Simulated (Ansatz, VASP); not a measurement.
**SiO2 in VASP and in Ansatz**

```
Si O
1.0
     0.00000    2.25243    2.25243
     2.25243    0.00000    2.25243
     2.25243    2.25243    0.00000
Si O
1 2
Direct
  0.00000 0.00000 0.00000
  0.25000 0.25000 0.25000
  0.75000 0.75000 0.75000
```

Alike in both runs: task single point; functional LDA; k mesh 6 × 6 × 6; occupations gaussian, width 0.05 eV; no spin polarisation.

```csv
,VASP,Ansatz
version,VASP 6.6.1,Ansatz 0.2.0
potentials or method,"VASP PAW LDA potentials, release 64 (Si, O), cutoff 600 eV","scalar-relativistic, plane waves, PAW"
valence electrons in the cell,16,16
```

VASP gave:

```
gap on the k mesh at the Fermi level (eV) : 1.83
least direct gap on the mesh (eV)         : 1.83
pressure (GPa)                            : 1.3
```

Task: What did Ansatz give for the same quantities?

Result: gap on the k mesh at the Fermi level (eV): 1.86; least direct gap on the mesh (eV): 1.86; pressure (GPa): 0.6.

LDA's correlation is that of Perdew and Zunger in VASP and of Perdew and Wang (1992) in Ansatz.
